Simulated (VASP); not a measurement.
A run of VASP 6.6.1 is set up as follows.

The input INCAR:

```
PREC     = Accurate       # precision mode
ENCUT    = 520            # plane-wave cutoff, eV
EDIFF    = 1E-7           # SCF threshold, eV
ISMEAR   = -1             # smearing method
SIGMA    = 0.05           # smearing width, eV
LREAL    = False          # projectors in reciprocal space
LASPH    = True           # aspherical terms in the spheres
NELM     = 100            # most SCF steps
ALGO     = Normal         # electronic algorithm
ISIF     = 2              # what is computed and relaxed
LWAVE    = False          # write WAVECAR
LCHARG   = True           # write CHGCAR
GGA      = PS             # functional
LELF     = True           # ELF
LVHAR    = True         
NBANDS   = 16             # bands
```

KPOINTS

```
regular mesh
0
Gamma
  10 10 10
```

The input POSCAR:

```
HgTe
1.0
   -2.9846909400      2.9846909400      1.5594100000
    2.9846909400     -2.9846909400      1.5594100000
    2.9846909400      2.9846909400     -1.5594100000
Hg Te
1 1
Direct
    0.7500000000      0.2500000000      0.5000000000
    0.0000000000      0.0000000000      0.0000000000
```

Potentials or basis: VASP PAW PBE potentials, release 64 (Hg, Te).

Run with:

```sh
$ cat potpaw_PBE.64/Hg/POTCAR potpaw_PBE.64/Te/POTCAR > POTCAR
$ mpirun -np 1 vasp_std > vasp.out
```

Estimate the pressure.

-1.8 GPa.

What does it give for the band gap on the k mesh?

Zero (band 9 reaches 6.48 eV, above the bottom of band 10 at 2.72 eV).

Stress tensor (GPa, compression positive):
```
-3.27  0.00  0.00
 0.00 -3.27  0.00
 0.00  0.00  1.17
```

Caveat: the PAW data sets were made with another functional, which shifts forces and pressure a little; spin-orbit coupling is left out, which moves the levels of the heavy elements.
